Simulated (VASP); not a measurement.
# MgB2 (P-1) in VASP: single point with PBE

Aim: the single point of MgB2 with PBE.

Everything below comes from runs of VASP 6.6.1. Logs are shortened: lines on timing, memory, paths and dates and some standing lists are left out, and cuts for length are marked.

## Step 1: The cell of the first run

The typed cell holds 3 atoms: a = 3.086 Å, b = 3.125 Å, c = 3.524 Å, α = 90.62°, β = 91.71°, γ = 121.27°.

## Step 2: Single point, PBE (equal xy, yz and zx shear strains of -3 %)

INCAR

```
PREC = Accurate
ENCUT = 520
EDIFF = 1E-7
ISMEAR = -1
SIGMA = 0.05
LREAL = False
LASPH = True
NELM = 80
ALGO = Normal
ISIF = 2
LWAVE = False
LCHARG = False
GGA = PE
NBANDS = 11
```

KPOINTS

```
regular mesh
0
Gamma
  12 12 9
```

POSCAR

```
MgB2
1.0
    3.0850007055     -0.0462750106     -0.0462750106
   -1.5825756875      2.6948264870     -0.0169378294
   -0.0528450000     -0.0528450000      3.5230000000
Mg B
1 2
Direct
    0.0000000000      0.0000000000      0.0000000000
    0.3333333333      0.6666666667      0.5000000000
    0.6666666667      0.3333333333      0.5000000000
```

Potentials or basis: VASP PAW PBE potentials, release 64 (Mg, B).

Started as:

```console
> cat potpaw_PBE.64/Mg/POTCAR potpaw_PBE.64/B/POTCAR > POTCAR
> mpirun -np 1 vasp_std > vasp.out
```

OUTCAR:

```text
PREC = Accurate
   ENCUT = 520
   EDIFF = 1E-7
   ISMEAR = -1
   LREAL = False
   LASPH = True
   NELM = 80
   ISIF = 2
   GGA = PE

 ion  position               nearest neighbor table
   1  0.000  0.000  0.000-   3 2.44   2 2.44   3 2.47   2 2.47   2 2.51   3 2.51   2 2.54   3 2.54
                             2 2.54   3 2.54   3 2.54   2 2.54
   2  0.333  0.667  0.500-   3 1.76   3 1.78   3 1.80   1 2.44   1 2.47   1 2.51   1 2.54   1 2.54
                             1 2.54
   3  0.667  0.333  0.500-   2 1.76   2 1.78   2 1.80   1 2.44   1 2.47   1 2.51   1 2.54   1 2.54
                             1 2.54

  LATTYP: Found a triclinic cell.
 ALAT       =     3.0456693387
 B/A-ratio  =     1.0131417463
 C/A-ratio  =     1.1569846211
 COS(alpha) =     0.0297616073
 COS(beta)  =     0.0411893908
 COS(gamma) =     0.4804578458

  Lattice vectors:

 A1 = (   1.5024250180,   2.6485514764,  -0.0632128400)
 A2 = (   3.0850007055,  -0.0462750106,  -0.0462750106)
 A3 = (   0.0528450000,   0.0528450000,  -3.5230000000)

Analysis of symmetry for initial positions (statically):
=====================================================================
 Subroutine PRICEL returns:
 Original cell was already a primitive cell.

 Routine SETGRP: Setting up the symmetry group for a
 triclinic supercell.

 Subroutine GETGRP returns: Found  2 space group operations
 (whereof  2 operations were pure point group operations)
 out of a pool of  2 trial point group operations.

The static configuration has the point symmetry S_2 .

Analysis of symmetry for dynamics (positions and initial velocities):
=====================================================================
 Subroutine PRICEL returns:
 Original cell was already a primitive cell.

 Routine SETGRP: Setting up the symmetry group for a
 triclinic supercell.

 Subroutine GETGRP returns: Found  2 space group operations
 (whereof  2 operations were pure point group operations)
 out of a pool of  2 trial point group operations.

The dynamic configuration has the point symmetry S_2 .

 Subroutine INISYM returns: Found  2 space group operations
 (whereof  2 operations are pure point group operations),
 and found     1 'primitive' translations

----------------------------------------------------------------------------------------

                                     Primitive cell

  volume of cell :      29.0173

  direct lattice vectors                    reciprocal lattice vectors
     3.085000706 -0.046275011 -0.046275011     0.327148456  0.192171606  0.007789801
    -1.582575688  2.694826487 -0.016937829     0.005702530  0.374466141  0.005702530
    -0.052845000 -0.052845000  3.523000000     0.004324549  0.004324549  0.283978729

  length of vectors
     3.085694753  3.125207592  3.523792586     0.379495348  0.374552971  0.284044577

  position of ions in fractional coordinates (direct lattice)
     0.000000000  0.000000000  0.000000000
     0.333333333  0.666666667  0.500000000
     0.666666667  0.333333333  0.500000000

  ion indices of the primitive-cell ions
   primitive index   ion index
                 1           1
                 2           2
                 3           3

----------------------------------------------------------------------------------------

 KPOINTS: regular mesh

Automatic generation of k-mesh.
 Grid dimensions read from file:
 generate k-points for:   12   12    9

 Generating k-lattice:

  Cartesian coordinates                     Fractional coordinates (reciprocal lattice)
     0.027262371  0.016014301  0.000649150     0.083333333 -0.000000000  0.000000000
     0.000475211  0.031205512  0.000475211     0.000000000  0.083333333  0.000000000
     0.000480505  0.000480505  0.031553192     0.000000000  0.000000000  0.111111111

  Length of vectors
     0.031624612  0.031212748  0.031560509

  Shift w.r.t. Gamma in fractional coordinates (k-lattice)
     0.000000000  0.000000000  0.000000000

 Subroutine IBZKPT returns following result:
 ===========================================

 Found    650 irreducible k-points:

 Following reciprocal coordinates:
            Coordinates               Weight
  0.000000  0.000000  0.000000      1.000000
  0.083333 -0.000000  0.000000      2.000000
  0.166667 -0.000000  0.000000      2.000000
  0.250000  0.000000  0.000000      2.000000
  0.333333 -0.000000  0.000000      2.000000
  0.416667 -0.000000  0.000000      2.000000
[... 16 lines left out ...]
  0.250000  0.166667  0.000000      2.000000
  0.333333  0.166667  0.000000      2.000000
 [... further k-points ...]
   k-points           NKPTS =    650   k-points in BZ     NKDIM =    650   number of bands    NBANDS=     11
   number of dos      NEDOS =    301   number of ions     NIONS =      3
   total plane-waves  NPLWV =  16128
   dimension x,y,z NGX =    24 NGY =   24 NGZ =   28
   dimension x,y,z NGXF=    48 NGYF=   48 NGZF=   56
   ions per type =               1   2
   NGX,Y,Z   is equivalent  to a cutoff of  12.93, 12.77, 13.21 a.u.
   NGXF,Y,Z  is equivalent  to a cutoff of  25.86, 25.53, 26.42 a.u.
 SYSTEM =  unknown system
   PREC   = accura    normal or accurate (medium, high low for compatibility)
   ISTART =      0    job   : 0-new  1-cont  2-samecut
   ICHARG =      2    charge: 1-file 2-atom 10-const
   ISPIN  =      1    spin polarized calculation?
   LNONCOLLINEAR =      F non collinear calculations
   LSORBIT =      F    spin-orbit coupling
   LASPH  =      T    aspherical Exc in radial PAW
   ENCUT  =  520.0 eV  38.22 Ry    6.18 a.u.   5.74  5.81  6.55*2*pi/ulx,y,z
   NELM   =     80;   NELMIN=  2; NELMDL= -5     # of ELM steps
   EDIFF  = 0.1E-06   stopping-criterion for ELM
   LREAL  =      F    real-space projection
   EDIFFG = 0.1E-05   stopping-criterion for IOM
   NSW    =      0    number of steps for IOM
   IBRION =     -1    ionic relax: 0-MD 1-quasi-New 2-CG
   NFREE  =      0    steps in history (QN), initial steepest desc. (CG)
   ISIF   =      2    stress and relaxation
   ISYM   =      2    0-nonsym 1-usesym 2-fastsym
   POTIM  = 0.5000    time-step for ionic-motion
   TEBEG  =    0.0;   TEEND  =   0.0 temperature during run
   PSTRESS=    0.0 pullay stress
   NELECT =       8.0000    total number of electrons
   NUPDOWN=      -1.0000    fix difference up-down
   EMIN   =  10.00;   EMAX   =-10.00  energy-range for DOS
   EFERMI =   0.00;   METHOD = LEGACY
   ISMEAR =    -1;   SIGMA  =   0.05  broadening in eV -4-tet -1-fermi 0-gaus
   EFERMI_NEDOS =   21; number of points for ismear=-14 and -15
   IALGO  =     38    algorithm
   IMIX   =      4    mixing-type and parameters
     AMIX     =   0.40;   BMIX     =  1.00
     AMIX_MAG =   1.60;   BMIX_MAG =  1.00
  volume/ion in A,a.u.               =       9.67        65.27
  Fermi-wavevector in a.u.,A,eV,Ry     =   1.065497  2.013498 15.446478  1.135284
  Thomas-Fermi vector in A             =   2.201051
   LORBIT       =      0    0 simple, 1 ext, 2 COOP (PROOUT), +10 PAW based schemes
   GGA     = PE    functional components
   LHFCALC =     F    Hartree Fock is set to
   AEXX    =    0.0000 exact exchange contribution
   IVDW    =     0    specifies the selected vdW correction
   LEPSILON=     F    determine dielectric tensor
   LRPA    =     F    only Hartree local field effects (RPA)
 non-spin polarized calculation
  energy-cutoff  :      520.00
  volume of cell :       29.02
 maximum number of plane-waves:       795
   NGX = 11   NGY = 11   NGZ = 13

 number of electron       8.0000000 magnetization

 Free energy of the ion-electron system (eV)
  ---------------------------------------------------
  ext. energy  EPLUGINS =         0.00000000
  ---------------------------------------------------
  free energy    TOTEN  =       -15.29833921 eV

  energy without entropy =      -15.29311189  energy(sigma->0) =      -15.29572555

 E-fermi :   5.2316     XC(G=0): -10.9140

 val. band max:        5.2293938861   @ k =   0.0833   0.0000   0.2222
 cond. band min:       5.2328830217   @ k =   0.5000   0.2500   0.4444
 fundamental gap:      0.0034891355
 Fermi energy:         5.2316450015

 k-point     1 :       0.0000    0.0000    0.0000
  band No.  band energies     occupation
      1      -7.1557      2.00000
      2       2.3319      2.00000
      3       5.5238      0.00578
      4       5.7059      0.00015
      5       6.9368      0.00000
      6      11.2976      0.00000
      7      11.7334      0.00000
      8      13.4712      0.00000
      9      15.1097      0.00000
     10      17.9430      0.00000
     11      21.0484      0.00000

 k-point     2 :       0.0833   -0.0000    0.0000
  band No.  band energies     occupation
      1      -7.0319      2.00000
      2       2.4511      2.00000
      3       5.0992      1.86784
      4       5.2480      0.83773
      5       7.0514      0.00000
      6      11.3682      0.00000
      7      11.9565      0.00000
      8      13.7953      0.00000
      9      14.7117      0.00000
     10      18.6269      0.00000
     11      20.7065      0.00000

 k-point     3 :       0.1667   -0.0000    0.0000
  band No.  band energies     occupation
      1      -6.6620      2.00000
      2       2.8061      2.00000
      3       3.7278      2.00000
      4       4.5695      2.00000
      5       7.3931      0.00000
      6      10.8315      0.00000
      7      13.3103      0.00000
      8      13.5683      0.00000
      9      14.5169      0.00000
     10      19.7483      0.00000
     11      20.2360      0.00000

 k-point     4 :       0.2500    0.0000    0.0000
  band No.  band energies     occupation
      1      -6.0505      2.00000
      2       2.0346      2.00000
      3       3.3886      2.00000
      4       3.8812      2.00000
      5       7.9213      0.00000
      6      10.2862      0.00000
      7      12.0785      0.00000
      8      14.6511      0.00000
      9      15.2664      0.00000
     10      18.8889      0.00000
     11      19.6810      0.00000

 k-point     5 :       0.3333   -0.0000    0.0000
  band No.  band energies     occupation
      1      -5.2058      2.00000
      2       0.3106      2.00000
      3       3.3321      2.00000
      4       4.1687      2.00000
      5       8.4927      0.00000
      6       9.9789      0.00000
      7      10.5069      0.00000
      8      14.0892      0.00000
      9      17.2057      0.00000
     10      18.1774      0.00000
     11      19.3499      0.00000
[... 211 lines left out ...]
 k-point    21 :       0.0833    0.1667    0.0000
  band No.  band energies     occupation
      1      -6.3005      2.00000
      2       2.6682      2.00000
      3       3.1517      2.00000
      4       3.9904      2.00000
      5       7.7757      0.00000
      6      11.3084      0.00000
      7      12.5965      0.00000
      8      12.8271      0.00000
      9      15.6315      0.00000
     10      18.6418      0.00000
     11      19.6567      0.00000

 k-point    22 :       0.1667    0.1667    0.0000
  band No.  band energies     occupation
      1      -5.6867      2.00000
      2       1.6653      2.00000
      3       2.7679      2.00000
      4       3.7329      2.00000
      5       8.4124      0.00000
      6      11.3997      0.00000
      7      12.0408      0.00000
      8      12.4685      0.00000
      9      16.1137      0.00000
     10      17.1244      0.00000
     11      18.9213      0.00000

 k-point    23 :       0.2500    0.1667    0.0000
  band No.  band energies     occupation
      1      -4.8425      2.00000
      2       0.3689      2.00000
      3       1.8374      2.00000
      4       4.5115      2.00000
      5       9.2032      0.00000
      6      10.0548      0.00000
      7      11.5953      0.00000
      8      13.2911      0.00000
      9      15.9964      0.00000
     10      16.3339      0.00000
     11      18.0928      0.00000

 k-point    24 :       0.3333    0.1667    0.0000
  band No.  band energies     occupation
      1      -3.7888      2.00000
      2      -1.1026      2.00000
      3       1.3588      2.00000
      4       5.4037      0.06211
      5       8.7430      0.00000
      6      10.0758      0.00000
      7      11.2144      0.00000
      8      13.1771      0.00000
      9      15.3547      0.00000
     10      17.0872      0.00000
     11      18.0718      0.00000

 [... further k-points ...]

------------------------ aborting loop because EDIFF is reached ----------------------------------------

  FORCE on cell =-STRESS in cart. coord.  units (eV):
  Direction    XX          YY          ZZ          XY          YZ          ZX
  --------------------------------------------------------------------------------------
  -------------------------------------------------------------------------------------
  Total       -0.1955855     -0.2264394     -0.0786037      1.0815520      0.4312721      0.4277017
  in kB      -10.7991497    -12.5027314     -4.3400626     59.7173259     23.8124646     23.6153243
  external PRESSURE =      -9.2139812 kB  Pullay stress =       0.0000000 kB

 VOLUME and BASIS-vectors are now :
 -----------------------------------------------------------------------------
  energy-cutoff  :      520.00
  volume of cell :       29.02
      direct lattice vectors                 reciprocal lattice vectors
     3.085000706 -0.046275011 -0.046275011     0.327148456  0.192171606  0.007789801
    -1.582575688  2.694826487 -0.016937829     0.005702530  0.374466141  0.005702530
    -0.052845000 -0.052845000  3.523000000     0.004324549  0.004324549  0.283978729

 POSITION                                       TOTAL-FORCE (eV/Angst)
 -----------------------------------------------------------------------------------
      0.00000      0.00000      0.00000        -0.000000      0.000000      0.000000
     -0.05314      1.75470      1.73478         0.064995     -0.002334     -0.012681
      1.50272      0.84100      1.72500        -0.064995      0.002334      0.012681
 -----------------------------------------------------------------------------------
    total drift:                                0.000000     -0.000000      0.000000

  FREE ENERGIE OF THE ION-ELECTRON SYSTEM (eV)
  ---------------------------------------------------
  free  energy   TOTEN  =       -15.2983392056 eV

  energy  without entropy=      -15.2931118903  energy(sigma->0) =      -15.29572555
```

Run time: 52 s. Hardware: 1 thread of Intel Xeon 6975P-C (Granite Rapids), shared host; peak memory 0.33 GiB.

Results:

* Free energy: -15.2983 eV
* Pressure: -0.9 GPa
* Largest force: 0.066 eV/Å
* Band gap on the k mesh: zero (bands 4 and 5 overlap by 3.53 eV)

Forces in eV/Å, atoms in the order of the input:
```
Mg   0.000  0.000  0.000
B    0.065 -0.002 -0.013
B   -0.065  0.002  0.013
```

Caveat: the cell differs from its parent crystal (equal xy, yz and zx shear strains of -3 %).
